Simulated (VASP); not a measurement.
# MoBr5 (P6_3/mmc) in VASP: single point with PBE

Aim: the single point of MoBr5 with PBE.

Everything below comes from runs of VASP 6.6.1. Logs are shortened: lines on timing, memory, paths and dates and some standing lists are left out, and cuts for length are marked.

### Step 1. The cell of the first run

The structure is hexagonal, space group P6_3/mmc (No. 194). The conventional cell has a = 7.984 Å, b = 7.984 Å, c = 8.810 Å, α = 90.00°, β = 90.00°, γ = 120.00°. Within 3.2 Å of Mo (site symmetry -6m2) lie 5 Br at 2.39 to 2.48 Å. Within 3.2 Å of Br (site symmetry mm2) lie 1 Mo at 2.39 Å. Within 3.3 Å of Br (site symmetry 3m) lie 1 Mo at 2.48 Å.

### Step 2. Single point, PBE, collinear spin

Input file INCAR:

```
SYSTEM = MoBr5
ALGO = Normal
EDIFF = 1E-6
ENCUT = 500
GGA = PE
GGA_COMPAT = .FALSE.
ISIF = 2
ISMEAR = 0
ISPIN = 2
LASPH = .TRUE.
LCHARG = .TRUE.
LELF = .TRUE.
LMAXMIX = 4
LORBIT = 11
LREAL = .FALSE.
LVHAR = .TRUE.
LWAVE = .FALSE.
MAGMOM = 1 1 0 0 0 0 0 0 0 0 0 0
NBANDS = 65
NELM = 200
PREC = Accurate
SIGMA = 0.15
```

Input file KPOINTS:

```
k-points
0
G
  2 2 2
  0 0 0
```

Input file POSCAR:

```
MoBr5
1.0
    7.9839501359      0.0000000000      0.0000000000
   -3.9919750680      6.9143036402      0.0000000000
    0.0000000000      0.0000000000      8.8095976103
Mo Br
2 10
Direct
    0.3333333333      0.6666666667      0.2500000000
    0.6666666667      0.3333333333      0.7500000000
    0.6795878972      0.8397939486      0.2500000000
    0.1602060514      0.3204121028      0.2500000000
    0.1602060514      0.8397939486      0.2500000000
    0.3333333333      0.6666666667      0.9686964829
    0.3333333333      0.6666666667      0.5313035171
    0.8397939486      0.6795878972      0.7500000000
    0.3204121028      0.1602060514      0.7500000000
    0.8397939486      0.1602060514      0.7500000000
    0.6666666667      0.3333333333      0.4686964829
    0.6666666667      0.3333333333      0.0313035171
```

Potentials or basis: VASP PAW PBE potentials, release 64 (Mo_sv, Br).

The run is started by

```bash
> cat potpaw_PBE.64/Mo_sv/POTCAR potpaw_PBE.64/Br/POTCAR > POTCAR
> mpirun -np 1 vasp_std > vasp.out
```

OUTCAR:

```text
SYSTEM = MoBr5
   EDIFF = 1E-6
   ENCUT = 500
   GGA = PE
   ISIF = 2
   ISMEAR = 0
   ISPIN = 2
   LASPH = .TRUE.
   LORBIT = 11
   LREAL = .FALSE.
   NELM = 200
   PREC = Accurate

 ion  position               nearest neighbor table
   1  0.333  0.667  0.250-   5 2.39   4 2.39   3 2.39   6 2.48   7 2.48
   2  0.667  0.333  0.750-  10 2.39   8 2.39   9 2.39  11 2.48  12 2.48
   3  0.680  0.840  0.250-   1 2.39
   4  0.160  0.320  0.250-   1 2.39
   5  0.160  0.840  0.250-   1 2.39
   6  0.333  0.667  0.969-   1 2.48
   7  0.333  0.667  0.531-   1 2.48
   8  0.840  0.680  0.750-   2 2.39
   9  0.320  0.160  0.750-   2 2.39
  10  0.840  0.160  0.750-   2 2.39
  11  0.667  0.333  0.469-   2 2.48
  12  0.667  0.333  0.031-   2 2.48

  LATTYP: Found a hexagonal cell.
 ALAT       =     7.9839501359
 C/A-ratio  =     1.1034134057

  Lattice vectors:

 A1 = (   7.9839501359,   0.0000000000,   0.0000000000)
 A2 = (  -3.9919750680,   6.9143036402,   0.0000000000)
 A3 = (   0.0000000000,   0.0000000000,   8.8095976103)

Analysis of symmetry for initial positions (statically):
=====================================================================
 Subroutine PRICEL returns:
 Original cell was already a primitive cell.

 Routine SETGRP: Setting up the symmetry group for a
 hexagonal supercell.

 Subroutine GETGRP returns: Found 24 space group operations
 (whereof 12 operations were pure point group operations)
 out of a pool of 24 trial point group operations.

The static configuration has the point symmetry D_3d.
 The point group associated with its full space group is D_6h.

Analysis of symmetry for dynamics (positions and initial velocities):
=====================================================================
 Subroutine PRICEL returns:
 Original cell was already a primitive cell.

 Routine SETGRP: Setting up the symmetry group for a
 hexagonal supercell.

 Subroutine GETGRP returns: Found 24 space group operations
 (whereof 12 operations were pure point group operations)
 out of a pool of 24 trial point group operations.

The dynamic configuration has the point symmetry D_3d.
 The point group associated with its full space group is D_6h.

Analysis of structural, dynamic, and magnetic symmetry:
=====================================================================
 Subroutine PRICEL returns:
 Original cell was already a primitive cell.

 Routine SETGRP: Setting up the symmetry group for a
 hexagonal supercell.

 Subroutine GETGRP returns: Found 24 space group operations
 (whereof 12 operations were pure point group operations)
 out of a pool of 24 trial point group operations.

The overall configuration has the point symmetry D_3d.
 The point group associated with its full space group is D_6h.

 Subroutine INISYM returns: Found 24 space group operations
 (whereof 12 operations are pure point group operations),
 and found     1 'primitive' translations

----------------------------------------------------------------------------------------

                                     Primitive cell

  volume of cell :     486.3202

  direct lattice vectors                    reciprocal lattice vectors
     7.983950136  0.000000000  0.000000000     0.125251283  0.072313862  0.000000000
    -3.991975068  6.914303640  0.000000000     0.000000000  0.144627724  0.000000000
     0.000000000  0.000000000  8.809597610     0.000000000  0.000000000  0.113512563

  length of vectors
     7.983950136  7.983950136  8.809597610     0.144627724  0.144627724  0.113512563

  position of ions in fractional coordinates (direct lattice)
     0.333333333  0.666666667  0.250000000
     0.666666667  0.333333333  0.750000000
     0.679587897  0.839793949  0.250000000
     0.160206051  0.320412103  0.250000000
     0.160206051  0.839793949  0.250000000
     0.333333333  0.666666667  0.968696483
     0.333333333  0.666666667  0.531303517
     0.839793949  0.679587897  0.750000000
     0.320412103  0.160206051  0.750000000
     0.839793949  0.160206051  0.750000000
     0.666666667  0.333333333  0.468696483
     0.666666667  0.333333333  0.031303517

  ion indices of the primitive-cell ions
   primitive index   ion index
                 1           1
[... 61 lines left out ...]
   NELM   =    200;   NELMIN=  2; NELMDL= -5     # of ELM steps
   EDIFF  = 0.1E-05   stopping-criterion for ELM
   LREAL  =      F    real-space projection
   EDIFFG = 0.1E-04   stopping-criterion for IOM
   NSW    =      0    number of steps for IOM
   IBRION =     -1    ionic relax: 0-MD 1-quasi-New 2-CG
   NFREE  =      0    steps in history (QN), initial steepest desc. (CG)
   ISIF   =      2    stress and relaxation
   ISYM   =      2    0-nonsym 1-usesym 2-fastsym
   POTIM  = 0.5000    time-step for ionic-motion
   TEBEG  =    0.0;   TEEND  =   0.0 temperature during run
   PSTRESS=    0.0 pullay stress
   NELECT =      98.0000    total number of electrons
   NUPDOWN=      -1.0000    fix difference up-down
   EMIN   =  10.00;   EMAX   =-10.00  energy-range for DOS
   EFERMI =   0.00;   METHOD = LEGACY
   ISMEAR =     0;   SIGMA  =   0.15  broadening in eV -4-tet -1-fermi 0-gaus
   EFERMI_NEDOS =   21; number of points for ismear=-14 and -15
   IALGO  =     38    algorithm
   IMIX   =      4    mixing-type and parameters
     AMIX     =   0.40;   BMIX     =  1.00
     AMIX_MAG =   1.60;   BMIX_MAG =  1.00
  volume/ion in A,a.u.               =      40.53       273.49
  Fermi-wavevector in a.u.,A,eV,Ry     =   0.959790  1.813740 12.533636  0.921196
  Thomas-Fermi vector in A             =   2.089017
   LORBIT       =     11    0 simple, 1 ext, 2 COOP (PROOUT), +10 PAW based schemes
   GGA     = PE    functional components
   LHFCALC =     F    Hartree Fock is set to
   AEXX    =    0.0000 exact exchange contribution
   IVDW    =     0    specifies the selected vdW correction
   LEPSILON=     F    determine dielectric tensor
   LRPA    =     F    only Hartree local field effects (RPA)
 spin polarized calculation
 Gauss-broadening in eV      SIGMA  =   0.15
  energy-cutoff  :      500.00
  volume of cell :      486.32
 maximum number of plane-waves:     12399
 NGX is ok and might be reduce to    60
   NGX = 29   NGY = 29   NGZ = 33

 number of electron      98.0000012 magnetization       2.0000008

 Free energy of the ion-electron system (eV)
  ---------------------------------------------------
  ext. energy  EPLUGINS =         0.00000000
  ---------------------------------------------------
  free energy    TOTEN  =       -43.95845115 eV

  energy without entropy =      -43.82120594  energy(sigma->0) =      -43.88982854

 E-fermi :  -0.2970     XC(G=0):  -7.0718

 val. band max:       -0.3108733654   @ k =   0.0000   0.0000   0.0000
 cond. band min:      -0.2908922578   @ k =   0.5000  -0.0000   0.5000
 fundamental gap:      0.0199811076
 Fermi energy:        -0.2970395019

 spin component 1

 k-point     1 :       0.0000    0.0000    0.0000
  band No.  band energies     occupation
      1     -62.8650      1.00000
      2     -62.8650      1.00000
      3     -37.0164      1.00000
      4     -37.0164      1.00000
      5     -37.0164      1.00000
      6     -37.0164      1.00000
[... 245 lines left out ...]
     60       5.7535      0.00000
     61       6.1156      0.00000
 Fermi energy:        -0.2970395019

 spin component 2

 k-point     1 :       0.0000    0.0000    0.0000
  band No.  band energies     occupation
      1     -62.2840      1.00000
      2     -62.2840      1.00000
      3     -36.4663      1.00000
      4     -36.4663      1.00000
      5     -36.4663      1.00000
      6     -36.4663      1.00000
[... 245 lines left out ...]
     60       5.8008      0.00000
     61       6.1466      0.00000
 [bands above 61 left out]

------------------------ aborting loop because EDIFF is reached ----------------------------------------

  FORCE on cell =-STRESS in cart. coord.  units (eV):
  Direction    XX          YY          ZZ          XY          YZ          ZX
  --------------------------------------------------------------------------------------
  -------------------------------------------------------------------------------------
  Total        0.8879904      0.8879904      0.2217131     -0.0000000      0.0000000      0.0000000
  in kB        2.9254758      2.9254758      0.7304318     -0.0000000      0.0000000      0.0000000
  external PRESSURE =       2.1937944 kB  Pullay stress =       0.0000000 kB

 VOLUME and BASIS-vectors are now :
 -----------------------------------------------------------------------------
  energy-cutoff  :      500.00
  volume of cell :      486.32
      direct lattice vectors                 reciprocal lattice vectors
     7.983950136  0.000000000  0.000000000     0.125251283  0.072313862  0.000000000
    -3.991975068  6.914303640  0.000000000     0.000000000  0.144627724  0.000000000
     0.000000000  0.000000000  8.809597610     0.000000000  0.000000000  0.113512563

 POSITION                                       TOTAL-FORCE (eV/Angst)
 -----------------------------------------------------------------------------------
     -0.00000      4.60954      2.20240         0.000000      0.000000     -0.000000
      3.99198      2.30477      6.60720         0.000000      0.000000     -0.000000
      2.07336      5.80659      2.20240         0.003159      0.001824      0.000000
     -0.00000      2.21543      2.20240         0.000000     -0.003648      0.000000
     -2.07336      5.80659      2.20240        -0.003159      0.001824      0.000000
     -0.00000      4.60954      8.53383         0.000000      0.000000      0.050496
     -0.00000      4.60954      4.68057         0.000000      0.000000     -0.050496
      3.99198      4.69888      6.60720        -0.000000      0.003648     -0.000000
      1.91862      1.10771      6.60720        -0.003159     -0.001824      0.000000
      6.06533      1.10771      6.60720         0.003159     -0.001824     -0.000000
      3.99198      2.30477      4.12903         0.000000     -0.000000      0.050496
      3.99198      2.30477      0.27577         0.000000     -0.000000     -0.050496
 -----------------------------------------------------------------------------------
    total drift:                               -0.000000      0.000001      0.000000

  FREE ENERGIE OF THE ION-ELECTRON SYSTEM (eV)
  ---------------------------------------------------
  free  energy   TOTEN  =       -43.9584511465 eV

  energy  without entropy=      -43.8212059353  energy(sigma->0) =      -43.88982854

 total charge

# of ion       s       p       d       tot
------------------------------------------
    1        2.310   6.179   3.692  12.181
    2        2.310   6.179   3.692  12.181
    3        1.620   3.203   0.024   4.848
    4        1.620   3.203   0.024   4.848
    5        1.620   3.203   0.024   4.848
    6        1.618   3.210   0.019   4.848
    7        1.618   3.210   0.019   4.848
    8        1.620   3.203   0.024   4.848
    9        1.620   3.203   0.024   4.848
   10        1.620   3.203   0.024   4.848
   11        1.618   3.210   0.019   4.848
   12        1.618   3.210   0.019   4.848
--------------------------------------------------
tot         20.818  44.420   7.605  72.842

 magnetization (x)

# of ion       s       p       d       tot
------------------------------------------
    1        0.010   0.008   0.823   0.840
    2        0.010   0.008   0.823   0.840
    3       -0.000  -0.006   0.002  -0.004
    4       -0.000  -0.006   0.002  -0.004
    5       -0.000  -0.006   0.002  -0.004
    6        0.001   0.017   0.003   0.021
    7        0.001   0.017   0.003   0.021
    8       -0.000  -0.006   0.002  -0.004
    9       -0.000  -0.006   0.002  -0.004
   10       -0.000  -0.006   0.002  -0.004
   11        0.001   0.017   0.003   0.021
   12        0.001   0.017   0.003   0.021
--------------------------------------------------
tot          0.021   0.049   1.670   1.740
```

Run time: 6.6 min. Hardware: 1 thread of Oxide Virtual Turin-like, shared host; peak memory 0.71 GiB.

Results:

```
Free energy                                           : -43.9585 eV
Pressure                                              : 0.2 GPa
Largest force                                         : 0.050 eV/Å
Band gap on the k mesh                                : zero (filled and empty bands touch)
Net moment                                            : 2.00 μB per cell
Site moments                                          : Mo +0.84; Br -0.00, +0.02 (each value once) μB
Valence electrons inside the program's atomic spheres : Mo 12.18; Br 4.85
```

Forces on the atoms (eV/Å):
```
Mo   0.000  0.000  0.000
Mo   0.000  0.000  0.000
Br   0.003  0.002  0.000
Br   0.000 -0.004  0.000
Br  -0.003  0.002  0.000
Br   0.000  0.000  0.050
Br   0.000  0.000 -0.050
Br   0.000  0.004  0.000
Br  -0.003 -0.002  0.000
Br   0.003 -0.002  0.000
Br   0.000  0.000  0.050
Br   0.000  0.000 -0.050
```

Stress tensor (GPa, compression positive):
```
0.29 0.00 0.00
0.00 0.29 0.00
0.00 0.00 0.07
```

Levels at points of the mesh, in eV from the Fermi level:
Spin up:
```
           k point  band 48  band 49  band 50  band 51  band 52  band 53
(0.00, 0.00, 0.00)    -1.15    -0.01    -0.01     0.08     0.08     1.12
(0.50, 0.00, 0.00)    -1.17    -0.09    -0.04     0.12     0.12     0.66
(0.00, 0.00, 0.50)    -1.22     0.01     0.01     0.01     0.01     1.18
(0.50, 0.00, 0.50)    -1.22    -0.08    -0.08     0.01     0.01     0.68
```
Spin down:
| k point | band 44 | band 45 | band 46 | band 47 | band 48 | band 49 | band 50 | band 51 | band 52 | band 53 |
| --- | --- | --- | --- | --- | --- | --- | --- | --- | --- | --- |
| (0.00, 0.00, 0.00) | -1.27 | -1.19 | -1.19 | -1.08 | -1.08 | 0.67 | 0.67 | 0.80 | 0.80 | 1.39 |
| (0.50, 0.00, 0.00) | -1.31 | -1.23 | -1.21 | -1.16 | -1.12 | 0.61 | 0.68 | 0.80 | 0.81 | 0.95 |
| (0.00, 0.00, 0.50) | -1.63 | -1.16 | -1.16 | -1.16 | -1.16 | 0.71 | 0.71 | 0.71 | 0.71 | 1.44 |
| (0.50, 0.00, 0.50) | -1.52 | -1.30 | -1.30 | -1.17 | -1.17 | 0.62 | 0.62 | 0.71 | 0.71 | 0.97 |

Caveat: the k points lie up to 0.45 Å⁻¹ apart.
